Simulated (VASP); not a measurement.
Set up this calculation in VASP 6.6.1, as the native input.

* Task: single point
* Functional: PBE
* Potentials or basis: VASP PAW PBE potentials, release 64 (Pb_d, S)
* Cutoff: 520 eV
* k mesh: 7 × 7 × 6
* Occupations: gaussian, width 0.02 eV
* Spin: no spin polarisation
* Dipole correction: no
* Further INCAR settings: ALGO = Normal; EDIFF = 1e-06; NBANDS = 28

The structure of PbS lies in POSCAR:

```
PbS
1.0
    2.0799526950     -5.9912968650      0.0000000000
    2.0799526950      5.9912968650      0.0000000000
    0.0000000000      0.0000000000      4.2793209400
Pb S
2 2
Direct
    0.1305633500      0.8694366500      0.2500000000
    0.8694366500      0.1305633500      0.7500000000
    0.3547970900      0.6452029100      0.2500000000
    0.6452029100      0.3547970900      0.7500000000
```

The input as run:

INCAR

```
SYSTEM = PbS
  PREC = Accurate
  ENCUT = 520
  EDIFF = 1E-6
  ISMEAR = 0
  SIGMA = 0.02
  LREAL = .FALSE.
  LASPH = .TRUE.
  NELM = 100
  ALGO = Normal
  ISIF = 2
  LWAVE = .FALSE.
  LCHARG = .TRUE.
  GGA = PE
  LELF = .TRUE.
  LVHAR = .TRUE.
  NBANDS = 28
```

KPOINTS

```
regular mesh
0
G
  7 7 6
  0 0 0
```

Potentials or basis: VASP PAW PBE potentials, release 64 (Pb_d, S).

Command:

```sh
$ cat potpaw_PBE.64/Pb_d/POTCAR potpaw_PBE.64/S/POTCAR > POTCAR
$ mpirun -np 1 vasp_std > vasp.out
```

It gave:

```
Pressure               : 1.0 GPa
Largest force          : 0.103 eV/Å
Band gap on the k mesh : 1.26 eV (least direct gap 1.43 eV)
```

Caveat: spin-orbit coupling is left out, which moves the levels of the heavy elements; an odd mesh through Γ misses points on the zone boundary, where band edges can lie.

It took 2.8 min on 1 thread of Intel(R) Xeon(R) Platinum 8488C (Sapphire Rapids), on a shared host, peak memory 0.34 GiB.
